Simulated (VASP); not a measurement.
Set up this calculation in VASP 6.6.1, as the native input.

| Property | Result |
| --- | --- |
| Task | single point |
| Functional | revPBE |
| Potentials or basis | VASP PAW PBE potentials, release 64 (Al, O) |
| Cutoff | 520 eV |
| k mesh | 7 × 7 × 7 |
| Occupations | fermi-dirac, width 0.05 eV |
| Spin | no spin polarisation |
| Dipole correction | no |
| Further INCAR settings | ALGO = Normal; EDIFF = 1e-07; NBANDS = 35 |

The structure of Al2O3 (Corundum) lies in POSCAR:

```
Al2O3
1.0
    2.3642746864      1.3650146266      4.3027928600
   -2.3642746864      1.3650146266      4.3027928600
    0.0000000000     -2.7300292533      4.3027928600
Al O
4 6
Direct
    0.8521600000      0.8521600000      0.8521600000
    0.6478400000      0.6478400000      0.6478400000
    0.1478400000      0.1478400000      0.1478400000
    0.3521600000      0.3521600000      0.3521600000
    0.0566800000      0.7500000000      0.4433200000
    0.7500000000      0.4433200000      0.0566800000
    0.4433200000      0.0566800000      0.7500000000
    0.9433200000      0.2500000000      0.5566800000
    0.2500000000      0.5566800000      0.9433200000
    0.5566800000      0.9433200000      0.2500000000
```

These files were run (other wordings do the same):

INCAR

```
PREC = Accurate
ENCUT = 520
EDIFF = 1E-7
ISMEAR = -1
SIGMA = 0.05
LREAL = False
LASPH = True
NELM = 80
ALGO = Normal
ISIF = 2
LWAVE = False
LCHARG = False
GGA = RE
NBANDS = 35
```

KPOINTS

```
Automatic mesh
0
Gamma
  7 7 7
```

Potentials or basis: VASP PAW PBE potentials, release 64 (Al, O).

Launch:

```bash
$ cat potpaw_PBE.64/Al/POTCAR potpaw_PBE.64/O/POTCAR > POTCAR
$ mpirun -np 1 vasp_std > vasp.out
```

It gave:

```
Pressure               : 16.3 GPa
Largest force          : 0.045 eV/Å
Band gap on the k mesh : 6.55 eV, direct
```

Caveat: the PAW data sets were made with another functional, which shifts forces and pressure a little.

Run time: 110 s on 1 thread of Intel(R) Xeon(R) 6975P-C (Granite Rapids), with other jobs on the host, peak memory 0.26 GiB.
